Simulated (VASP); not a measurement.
# BaTe in VASP: notebook, part 2 of 2

VASP 6.6.1. The steps go on from the part before.

## Step 3: Relaxation of shape and atoms at fixed volume, PBEsol (35.30 Å³/atom)

This run uses another cell than the first one, of 35.30 Å³/atom.

Input file INCAR:

```
PREC = Accurate
ENCUT = 600
EDIFF = 1E-7
ISMEAR = 0
SIGMA = 0.05
LREAL = F
LASPH = T
NELM = 100
ALGO = Normal
ISIF = 4
LWAVE = F
LCHARG = F
GGA = PS
IBRION = 2
NSW = 60
EDIFFG = -0.01
```

Input file KPOINTS:

```
Automatic mesh
0
Gamma
  6 6 8
```

Input file POSCAR:

```
BaTe
1.0
    5.8445605947      0.0000000000      0.0000000000
    0.0000000000      5.8445605947      0.0000000000
    0.0000000000      0.0000000000      4.1335867814
Ba Te
2 2
Direct
    0.5000000000      0.0000000000      0.5000000000
    0.0000000000      0.5000000000      0.5000000000
    0.0000000000      0.0000000000      0.0000000000
    0.5000000000      0.5000000000      0.0000000000
```

Potentials or basis: VASP PAW PBE potentials, release 64 (Ba_sv, Te).

On the command line:

```sh
$ cat potpaw_PBE.64/Ba_sv/POTCAR potpaw_PBE.64/Te/POTCAR > POTCAR
$ mpirun -np 1 vasp_std > vasp.out
```

OUTCAR:

```text
PREC = Accurate
   ENCUT = 600
   EDIFF = 1E-7
   ISMEAR = 0
   LREAL = F
   LASPH = T
   NELM = 100
   ISIF = 4
   GGA = PS
   IBRION = 2
   NSW = 60
   EDIFFG = -0.01

 ion  position               nearest neighbor table
   1  0.500  0.000  0.500-   3 3.58   4 3.58   3 3.58   4 3.58   4 3.58   4 3.58   3 3.58   3 3.58
                             2 4.13   2 4.13   2 4.13   2 4.13
   2  0.000  0.500  0.500-   3 3.58   4 3.58   3 3.58   4 3.58   3 3.58   3 3.58   4 3.58   4 3.58
                             1 4.13   1 4.13   1 4.13   1 4.13
   3  0.000  0.000  0.000-   1 3.58   2 3.58   1 3.58   2 3.58   2 3.58   2 3.58   1 3.58   1 3.58

   4  0.500  0.500  0.000-   1 3.58   2 3.58   1 3.58   2 3.58   1 3.58   1 3.58   2 3.58   2 3.58

  LATTYP: Found a simple tetragonal cell.
 ALAT       =     5.8445605947
 C/A-ratio  =     0.7072536446

  Lattice vectors:

 A1 = (   5.8445605947,   0.0000000000,   0.0000000000)
 A2 = (   0.0000000000,   5.8445605947,   0.0000000000)
 A3 = (   0.0000000000,   0.0000000000,   4.1335867814)

Analysis of symmetry for initial positions (statically):
[... 192 lines left out ...]
  ---------------------------------------------------
  free energy    TOTEN  =       -17.85313560 eV

  energy without entropy =      -17.85313560  energy(sigma->0) =      -17.85313560

 E-fermi :   4.6605     XC(G=0):  -9.3246

 val. band max:        4.4159604078   @ k =   0.5000   0.5000   0.5000
 cond. band min:       4.8813182596   @ k =   0.0000   0.0000   0.0000
 fundamental gap:      0.4653578518
 Fermi energy:         4.6604624395

 k-point     1 :       0.0000    0.0000    0.0000
  band No.  band energies     occupation
      1     -23.5323      2.00000
      2     -23.4537      2.00000
      3      -9.0260      2.00000
      4      -9.0260      2.00000
      5      -8.5394      2.00000
      6      -8.5391      2.00000
[... 541 lines left out ...]
     19       7.0605      0.00000
     20       7.0605      0.00000

 [... further k-points ...]
[... 5 lines left out ...]
  --------------------------------------------------------------------------------------
  -------------------------------------------------------------------------------------
  Total        1.2604730      1.2604730      1.2639525      0.0000000     -0.0000000      0.0000000
  in kB       14.3025450     14.3025450     14.3420278      0.0000000     -0.0000000      0.0000000
  external PRESSURE =      14.3157060 kB  Pullay stress =       0.0000000 kB

 VOLUME and BASIS-vectors are now :
 -----------------------------------------------------------------------------
  energy-cutoff  :      600.00
  volume of cell :      141.20
      direct lattice vectors                 reciprocal lattice vectors
     5.844560595  0.000000000  0.000000000     0.171099261  0.000000000  0.000000000
     0.000000000  5.844560595  0.000000000     0.000000000  0.171099261  0.000000000
     0.000000000  0.000000000  4.133586781     0.000000000  0.000000000  0.241920650

 POSITION                                       TOTAL-FORCE (eV/Angst)
 -----------------------------------------------------------------------------------
      2.92228      0.00000      2.06679         0.000000      0.000000      0.000000
      0.00000      2.92228      2.06679        -0.000000     -0.000000     -0.000000
      0.00000      0.00000      0.00000         0.000000     -0.000000      0.000000
      2.92228      2.92228      0.00000        -0.000000     -0.000000      0.000000
 -----------------------------------------------------------------------------------
    total drift:                               -0.000000      0.000000     -0.000000

  FREE ENERGIE OF THE ION-ELECTRON SYSTEM (eV)
  ---------------------------------------------------
  free  energy   TOTEN  =       -17.8531356017 eV

  energy  without entropy=      -17.8531356017  energy(sigma->0) =      -17.85313560

 reached required accuracy - stopping structural energy minimisation
```

OSZICAR:

```text
N       E                     dE             d eps       ncg     rms          rms(c)
DAV:   1     0.226553261288E+03    0.22655E+03   -0.14222E+04  2000   0.151E+03
DAV:   2    -0.188466510706E+01   -0.22844E+03   -0.22137E+03  2864   0.252E+02
DAV:   3    -0.175453278428E+02   -0.15661E+02   -0.15467E+02  2520   0.715E+01
DAV:   4    -0.180393883218E+02   -0.49406E+00   -0.49312E+00  3012   0.115E+01
DAV:   5    -0.180477464306E+02   -0.83581E-02   -0.83558E-02  2496   0.138E+00    0.576E+00
DAV:   6    -0.178725491260E+02    0.17520E+00   -0.38137E-01  2572   0.261E+00    0.377E+00
DAV:   7    -0.178536201786E+02    0.18929E-01   -0.29736E-01  2664   0.255E+00    0.693E-01
DAV:   8    -0.178524652969E+02    0.11549E-02   -0.33347E-02  2396   0.803E-01    0.104E-01
DAV:   9    -0.178530251851E+02   -0.55989E-03   -0.16765E-03  2352   0.263E-01    0.758E-02
DAV:  10    -0.178531033034E+02   -0.78118E-04   -0.75206E-05  2708   0.492E-02    0.437E-02
DAV:  11    -0.178531377168E+02   -0.34413E-04   -0.74181E-05  2356   0.477E-02    0.116E-02
DAV:  12    -0.178531358716E+02    0.18452E-05   -0.65237E-06  2412   0.141E-02    0.362E-03
DAV:  13    -0.178531356292E+02    0.24239E-06   -0.89929E-07  2644   0.448E-03    0.156E-03
DAV:  14    -0.178531356017E+02    0.27520E-07   -0.34135E-08  1572   0.123E-03
   1 F= -.17853136E+02 E0= -.17853136E+02  d E =-.178531E+02
```

Wall time 3.9 min (1 thread of Oxide Virtual Turin-like, shared host); peak memory 0.34 GiB.

What came out:

```
Free energy             : -17.8531 eV
Pressure after relaxing : 1.4 GPa
Band gap on the k mesh  : 0.47 eV
```

Final structure:
```cif
data_structure
_symmetry_space_group_name_H-M 'P 1'
_symmetry_Int_Tables_number 1
_cell_length_a 5.8446
_cell_length_b 5.8446
_cell_length_c 4.1336
_cell_angle_alpha 90.000
_cell_angle_beta 90.000
_cell_angle_gamma 90.000
_cell_volume 141.20
loop_
_atom_site_label
_atom_site_type_symbol
_atom_site_fract_x
_atom_site_fract_y
_atom_site_fract_z
_atom_site_occupancy
Ba1 Ba 0.50000 0.00000 0.50000 1
Ba2 Ba 0.00000 0.50000 0.50000 1
Te1 Te 0.00000 0.00000 0.00000 1
Te2 Te 0.50000 0.50000 0.00000 1
```

Levels at points of the mesh, in eV from the valence-band top:
```csv
k point,band 12,band 13,band 14,band 15,band 16,band 17,band 18,band 19,band 20
"(0.00, 0.00, 0.00)",-2.20,-0.38,-0.38,-0.38,0.00,0.47,0.47,0.79,2.57
"(0.50, 0.00, 0.00)",-2.55,-1.70,-1.70,-0.65,-0.65,1.62,1.62,3.20,3.21
"(0.50, 0.50, 0.00)",-3.78,-1.03,-1.03,-1.03,-1.03,1.36,1.36,4.66,4.66
"(0.00, 0.00, 0.50)",-3.33,-3.33,-3.33,-1.03,-1.03,1.36,4.66,4.98,4.98
"(0.50, 0.00, 0.50)",-2.89,-2.44,-2.44,-1.30,-1.30,2.49,2.49,2.61,2.61
"(0.50, 0.50, 0.50)",-2.20,-2.20,-2.20,0.00,0.00,0.79,0.79,2.57,2.57
```

Caveat: the relaxation stopped at its first step, so nothing moved; semilocal functionals underestimate gaps, and a narrow one can read as zero; the PAW data sets were made with another functional, which shifts forces and pressure a little; spin-orbit coupling is left out, which moves the levels of the heavy elements. A k mesh can miss the band edges.
